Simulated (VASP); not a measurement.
## CdS: single point with PBE

CdS:

```
Cd S
1.0
     0.00000    6.00787   -6.00787
    -6.00787    0.00000   -6.00787
    -6.00787    6.00787    0.00000
Cd S
8 8
Direct
  0.48310 0.51993 0.98942
  0.05798 0.46354 0.01299
  0.49847 0.93898 0.02889
  0.96418 0.04589 0.00524
  0.52768 0.53643 0.46503
  0.99070 0.50585 0.47799
  0.47071 0.04748 0.53582
  0.99964 0.97076 0.51286
  0.88626 0.33996 0.35521
  0.37085 0.41124 0.36718
  0.93832 0.85103 0.33673
  0.37454 0.90053 0.41124
  0.77919 0.36434 0.81398
  0.41399 0.31852 0.85424
  0.90506 0.84286 0.87672
  0.35824 0.87031 0.88567
```

This cell differs from its parent crystal: dynamics (nve) at 2600 K, volume x 1.1, from the last frame before.

```
Program                : VASP 6.6.1
Task                   : single point
Functional             : PBE
Potentials or basis    : VASP PAW PBE potentials, release 64 (Cd, S)
Cutoff                 : 400 eV
k mesh                 : 2 × 2 × 2, shifted
Occupations            : fermi-dirac, width 0.2241 eV
Spin                   : no spin polarisation
Dipole correction      : no
Further INCAR settings : LREAL = Auto; ALGO = Normal; EDIFF = 1e-06; NBANDS = 86; ISYM = -1
```

The pressure is -0.5 GPa, the largest force is 2.891 eV/Å and the band gap on the k mesh is 1.39 eV (least direct gap 1.48 eV).

Forces on the atoms (eV/Å):
```
Cd  -1.093 -0.163  1.364
Cd   0.316 -0.451 -0.761
Cd  -0.561  0.619 -0.958
Cd   0.631 -0.726 -0.098
Cd  -0.305  0.186  0.542
Cd   0.411  0.300  0.407
Cd   0.411 -0.197 -0.496
Cd  -0.007  0.350 -0.048
S   -0.538  0.083 -0.137
S    0.281  0.089  0.222
S   -1.300 -0.198  0.334
S    1.165 -0.418  0.155
S    1.919  1.673 -1.369
S   -0.602 -0.610  0.238
S   -0.201 -0.023  0.768
S   -0.527 -0.513 -0.162
```

Stress tensor (GPa, compression positive):
```
-0.26  0.18 -0.39
 0.18 -0.81  0.26
-0.39  0.26 -0.53
```

Levels at points of the mesh, in eV from the valence-band top:
```tsv
k point	band 68	band 69	band 70	band 71	band 72	band 73	band 74	band 75	band 76	band 77
(0.25, 0.25, 0.25)	-0.72	-0.51	-0.36	-0.30	-0.09	1.39	2.50	2.63	3.05	3.16
```

Run time: 2.6 min on 1 thread of Intel(R) Xeon(R) 6975P-C (Granite Rapids), with other jobs on the host, peak memory 0.41 GiB.

Caveat: the atoms stand as in a frame of molecular dynamics; a shifted mesh leaves out Γ, where band edges can lie; forces of over 1 eV/Å act on the atoms, so gaps and moduli don't describe the material at rest. A k mesh can miss the band edges.
